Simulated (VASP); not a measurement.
# AlN (P6_3mc) in VASP: a series of runs

The runs below take AlN through relaxation of the atoms, with PBE.

Program: VASP 6.6.1. These are calculated values, not measurements. Logs are shortened: lines on timing, memory, paths and dates and some standing lists are left out, and cuts for length are marked.

## 1. The cell of the first run

Symmetry: P6_3mc, No. 186, hexagonal system. Conventional cell: a = 3.115 Å, b = 3.115 Å, c = 5.018 Å, α = 90.00°, β = 90.00°, γ = 120.00°. Al (site symmetry 3m) has 4 N at 1.89 to 1.91 Å within 2.5 Å. N (site symmetry 3m) has 4 Al at 1.89 to 1.91 Å within 2.5 Å.

## 2. Relaxation of the atoms, PBE

INCAR reads:

```
ALGO = Normal
EDIFF = 1E-6
EDIFFG = -0.004
ENCUT = 520
GGA = PE
IBRION = 2
ISIF = 2
ISMEAR = 0
LASPH = True
LCHARG = False
LREAL = False
LWAVE = False
NELM = 60
NSW = 80
PREC = Accurate
SIGMA = 0.01
```

KPOINTS reads:

```
k-points
0
Gamma
  8 8 5
```

POSCAR reads:

```
AlN
1.0
    3.1146246810      0.0000000000      0.0000000000
   -1.5573123405      2.6973440970      0.0000000000
    0.0000000000      0.0000000000      5.0177359194
Al N
2 2
Direct
    0.3333333333      0.6666666667      0.0002298648
    0.6666666667      0.3333333333      0.5002298648
    0.3333333333      0.6666666667      0.3817701352
    0.6666666667      0.3333333333      0.8817701352
```

Potentials or basis: VASP PAW PBE potentials, release 64 (Al, N).

Command:

```
$ cat potpaw_PBE.64/Al/POTCAR potpaw_PBE.64/N/POTCAR > POTCAR
$ mpirun -np 1 vasp_std > vasp.out
```

OUTCAR:

```text
EDIFF = 1E-6
   EDIFFG = -0.004
   ENCUT = 520
   GGA = PE
   IBRION = 2
   ISIF = 2
   ISMEAR = 0
   LASPH = True
   LREAL = False
   NELM = 60
   NSW = 80
   PREC = Accurate

 ion  position               nearest neighbor table
   1  0.333  0.667  0.000-   4 1.89   4 1.89   4 1.89   3 1.91   2 3.09   2 3.09   2 3.09   2 3.09
                             2 3.09   2 3.09
   2  0.667  0.333  0.500-   3 1.89   3 1.89   3 1.89   4 1.91   1 3.09   1 3.09   1 3.09   1 3.09
                             1 3.09   1 3.09
   3  0.333  0.667  0.382-   2 1.89   2 1.89   2 1.89   1 1.91
   4  0.667  0.333  0.882-   1 1.89   1 1.89   1 1.89   2 1.91

  LATTYP: Found a hexagonal cell.
 ALAT       =     3.1146246810
 C/A-ratio  =     1.6110242592

  Lattice vectors:

 A1 = (   3.1146246810,   0.0000000000,   0.0000000000)
 A2 = (  -1.5573123405,   2.6973440970,   0.0000000000)
 A3 = (   0.0000000000,   0.0000000000,   5.0177359194)

Analysis of symmetry for initial positions (statically):
=====================================================================
 Subroutine PRICEL returns:
 Original cell was already a primitive cell.

 Routine SETGRP: Setting up the symmetry group for a
 hexagonal supercell.

 Subroutine GETGRP returns: Found 12 space group operations
 (whereof  6 operations were pure point group operations)
 out of a pool of 24 trial point group operations.

The static configuration has the point symmetry C_3v.
 The point group associated with its full space group is C_6v.

Analysis of symmetry for dynamics (positions and initial velocities):
=====================================================================
 Subroutine PRICEL returns:
 Original cell was already a primitive cell.

 Routine SETGRP: Setting up the symmetry group for a
 hexagonal supercell.

 Subroutine GETGRP returns: Found 12 space group operations
 (whereof  6 operations were pure point group operations)
 out of a pool of 24 trial point group operations.

The dynamic configuration has the point symmetry C_3v.
 The point group associated with its full space group is C_6v.

 Subroutine INISYM returns: Found 12 space group operations
 (whereof  6 operations are pure point group operations),
 and found     1 'primitive' translations

----------------------------------------------------------------------------------------

                                     Primitive cell

  volume of cell :      42.1551

  direct lattice vectors                    reciprocal lattice vectors
     3.114624681  0.000000000  0.000000000     0.321065972  0.185367525  0.000000000
    -1.557312341  2.697344097  0.000000000     0.000000000  0.370735050  0.000000000
     0.000000000  0.000000000  5.017735919     0.000000000  0.000000000  0.199293071

  length of vectors
     3.114624681  3.114624681  5.017735919     0.370735050  0.370735050  0.199293071

  position of ions in fractional coordinates (direct lattice)
     0.333333333  0.666666667  0.000229865
     0.666666667  0.333333333  0.500229865
     0.333333333  0.666666667  0.381770135
     0.666666667  0.333333333  0.881770135

  ion indices of the primitive-cell ions
   primitive index   ion index
                 1           1
                 2           2
                 3           3
                 4           4

----------------------------------------------------------------------------------------

 KPOINTS: k-points

Automatic generation of k-mesh.
 Grid dimensions read from file:
 generate k-points for:    8    8    5

 Generating k-lattice:

  Cartesian coordinates                     Fractional coordinates (reciprocal lattice)
     0.040133246  0.023170941  0.000000000     0.125000000  0.000000000  0.000000000
     0.000000000  0.046341881  0.000000000     0.000000000  0.125000000  0.000000000
     0.000000000  0.000000000  0.039858614     0.000000000  0.000000000  0.200000000

  Length of vectors
     0.046341881  0.046341881  0.039858614

  Shift w.r.t. Gamma in fractional coordinates (k-lattice)
     0.000000000  0.000000000  0.000000000

 Subroutine IBZKPT returns following result:
 ===========================================

 Found     30 irreducible k-points:

 Following reciprocal coordinates:
            Coordinates               Weight
  0.000000  0.000000  0.000000      1.000000
  0.125000  0.000000  0.000000      6.000000
  0.250000  0.000000  0.000000      6.000000
  0.375000  0.000000  0.000000      6.000000
  0.500000  0.000000  0.000000      3.000000
  0.125000  0.125000  0.000000      6.000000
[... 16 lines left out ...]
  0.250000  0.000000  0.400000     12.000000
  0.375000  0.000000  0.400000     12.000000
 [... further k-points ...]
   k-points           NKPTS =     30   k-points in BZ     NKDIM =     30   number of bands    NBANDS=     12
   number of dos      NEDOS =    301   number of ions     NIONS =      4
   total plane-waves  NPLWV =  23040
   dimension x,y,z NGX =    24 NGY =   24 NGZ =   40
   dimension x,y,z NGXF=    48 NGYF=   48 NGZF=   80
   ions per type =               2   2
   NGX,Y,Z   is equivalent  to a cutoff of  12.81, 12.81, 13.25 a.u.
   NGXF,Y,Z  is equivalent  to a cutoff of  25.62, 25.62, 26.51 a.u.
 SYSTEM =  unknown system
   PREC   = accura    normal or accurate (medium, high low for compatibility)
   ISTART =      0    job   : 0-new  1-cont  2-samecut
   ICHARG =      2    charge: 1-file 2-atom 10-const
   ISPIN  =      1    spin polarized calculation?
   LNONCOLLINEAR =      F non collinear calculations
   LSORBIT =      F    spin-orbit coupling
   LASPH  =      T    aspherical Exc in radial PAW
   ENCUT  =  520.0 eV  38.22 Ry    6.18 a.u.   5.79  5.79  9.33*2*pi/ulx,y,z
   NELM   =     60;   NELMIN=  2; NELMDL= -5     # of ELM steps
   EDIFF  = 0.1E-05   stopping-criterion for ELM
   LREAL  =      F    real-space projection
   EDIFFG = -.4E-02   stopping-criterion for IOM
   NSW    =     80    number of steps for IOM
   IBRION =      2    ionic relax: 0-MD 1-quasi-New 2-CG
   NFREE  =      1    steps in history (QN), initial steepest desc. (CG)
   ISIF   =      2    stress and relaxation
   ISYM   =      2    0-nonsym 1-usesym 2-fastsym
   POTIM  = 0.5000    time-step for ionic-motion
   TEBEG  =    0.0;   TEEND  =   0.0 temperature during run
   PSTRESS=    0.0 pullay stress
   NELECT =      16.0000    total number of electrons
   NUPDOWN=      -1.0000    fix difference up-down
   EMIN   =  10.00;   EMAX   =-10.00  energy-range for DOS
   EFERMI =   0.00;   METHOD = LEGACY
   ISMEAR =     0;   SIGMA  =   0.01  broadening in eV -4-tet -1-fermi 0-gaus
   EFERMI_NEDOS =   21; number of points for ismear=-14 and -15
   IALGO  =     38    algorithm
   IMIX   =      4    mixing-type and parameters
     AMIX     =   0.40;   BMIX     =  1.00
     AMIX_MAG =   1.60;   BMIX_MAG =  1.00
  volume/ion in A,a.u.               =      10.54        71.12
  Fermi-wavevector in a.u.,A,eV,Ry     =   1.185309  2.239909 19.115602  1.404957
  Thomas-Fermi vector in A             =   2.321505
   LORBIT       =      0    0 simple, 1 ext, 2 COOP (PROOUT), +10 PAW based schemes
   GGA     = PE    functional components
   LHFCALC =     F    Hartree Fock is set to
   AEXX    =    0.0000 exact exchange contribution
   IVDW    =     0    specifies the selected vdW correction
   LEPSILON=     F    determine dielectric tensor
   LRPA    =     F    only Hartree local field effects (RPA)
 conjugate gradient relaxation of ions
 non-spin polarized calculation
 Gauss-broadening in eV      SIGMA  =   0.01
  energy-cutoff  :      520.00
  volume of cell :       42.16
 maximum number of plane-waves:      1158
 NGX is ok and might be reduce to    24
   NGX = 11   NGY = 11   NGZ = 19

--------------------------------------- Ionic step        1  -------------------------------------------

 number of electron      15.9999997 magnetization

 Free energy of the ion-electron system (eV)
  ---------------------------------------------------
  ext. energy  EPLUGINS =         0.00000000
  ---------------------------------------------------
  free energy    TOTEN  =       -29.77740849 eV

  energy without entropy =      -29.77740849  energy(sigma->0) =      -29.77740849

------------------------ aborting loop because EDIFF is reached ----------------------------------------

  FORCE on cell =-STRESS in cart. coord.  units (eV):
  Direction    XX          YY          ZZ          XY          YZ          ZX
  --------------------------------------------------------------------------------------
  -------------------------------------------------------------------------------------
  Total        0.6467555      0.6467555      0.1148259      0.0000000     -0.0000000      0.0000000
  in kB       24.5810722     24.5810722      4.3641589      0.0000000     -0.0000000      0.0000000
  external PRESSURE =      17.8421011 kB  Pullay stress =       0.0000000 kB
[... 61 lines left out ...]
  energy  without entropy=      -29.7776230545  energy(sigma->0) =      -29.77762305

--------------------------------------- Ionic step        3  -------------------------------------------

 number of electron      15.9999996 magnetization

 Free energy of the ion-electron system (eV)
  ---------------------------------------------------
  ext. energy  EPLUGINS =         0.00000000
  ---------------------------------------------------
  free energy    TOTEN  =       -29.77763039 eV

  energy without entropy =      -29.77763039  energy(sigma->0) =      -29.77763039

 E-fermi :   6.1052     XC(G=0): -10.8707

 val. band max:        6.0302766873   @ k =   0.0000   0.0000   0.0000
 cond. band min:      10.1848378705   @ k =   0.0000   0.0000   0.0000
 fundamental gap:      4.1545611832
 Fermi energy:         6.1052197215

 k-point     1 :       0.0000    0.0000    0.0000
  band No.  band energies     occupation
      1      -9.0670      2.00000
      2      -6.9738      2.00000
      3       0.0912      2.00000
      4       5.2350      2.00000
      5       5.2350      2.00000
      6       5.8663      2.00000
      7       5.8663      2.00000
      8       6.0303      2.00000
      9      10.1848      0.00000
     10      12.6998      0.00000
     11      16.5620      0.00000
     12      17.2071      0.00000
[... 331 lines left out ...]
 k-point    24 :       0.3750    0.0000    0.4000
  band No.  band energies     occupation
      1      -7.2035      2.00000
      2      -6.8390      2.00000
      3       0.8611      2.00000
      4       1.2499      2.00000
      5       4.0248      2.00000
      6       4.5495      2.00000
      7       4.9445      2.00000
      8       4.9463      2.00000
      9      11.4045      0.00000
     10      12.0338      0.00000
     11      15.1427      0.00000
     12      15.8640      0.00000

 [... further k-points ...]

------------------------ aborting loop because EDIFF is reached ----------------------------------------

  FORCE on cell =-STRESS in cart. coord.  units (eV):
  Direction    XX          YY          ZZ          XY          YZ          ZX
  --------------------------------------------------------------------------------------
  -------------------------------------------------------------------------------------
  Total        0.5951830      0.5951830      0.2070609      0.0000000     -0.0000000     -0.0000000
  in kB       22.6209698     22.6209698      7.8697114      0.0000000     -0.0000000     -0.0000000
  external PRESSURE =      17.7038837 kB  Pullay stress =       0.0000000 kB
[... 19 lines left out ...]
  FREE ENERGIE OF THE ION-ELECTRON SYSTEM (eV)
  ---------------------------------------------------
  free  energy   TOTEN  =       -29.7776303863 eV

  energy  without entropy=      -29.7776303863  energy(sigma->0) =      -29.77763039

 reached required accuracy - stopping structural energy minimisation
```

It took 21 s on 1 thread of Intel Xeon Platinum 8259CL at 2.50GHz (Skylake/Cascade Lake), shared host; peak memory 0.16 GiB.

Results:

```
Free energy               : -29.7776 eV
Energy gained by relaxing : 0.1 meV/atom
Ionic steps               : 3
Pressure after relaxing   : 1.8 GPa
Band gap on the k mesh    : 4.15 eV
```

Stress tensor (GPa, compression positive):
```
2.26 0.00 0.00
0.00 2.26 0.00
0.00 0.00 0.79
```

Step by step:
| step | energy change (eV) | largest force (eV/Å) | pressure (GPa) |
| --- | --- | --- | --- |
| 1 | 0.0000 | 0.0521 | 1.78 |
| 2 | -0.0002 | 0.0096 | 1.77 |
| 3 | -0.0002 | 0.0001 | 1.77 |

Final structure:
```
Al N
1.0
     3.11462    0.00000    0.00000
    -1.55731    2.69734    0.00000
     0.00000    0.00000    5.01774
Al N
2 2
Direct
  0.33333 0.66667 0.00065
  0.66667 0.33333 0.50065
  0.33333 0.66667 0.38135
  0.66667 0.33333 0.88135
```

Levels at points of the mesh, in eV from the valence-band top:
```tsv
k point	band 5	band 6	band 7	band 8	band 9	band 10	band 11	band 12
(0.00, 0.00, 0.00)	-0.80	-0.16	-0.16	0.00	4.15	6.67	10.53	11.18
(0.50, 0.00, 0.00)	-3.29	-2.01	-1.74	-0.65	5.77	5.85	8.14	10.24
```

(Continued in part 2 of 3.)
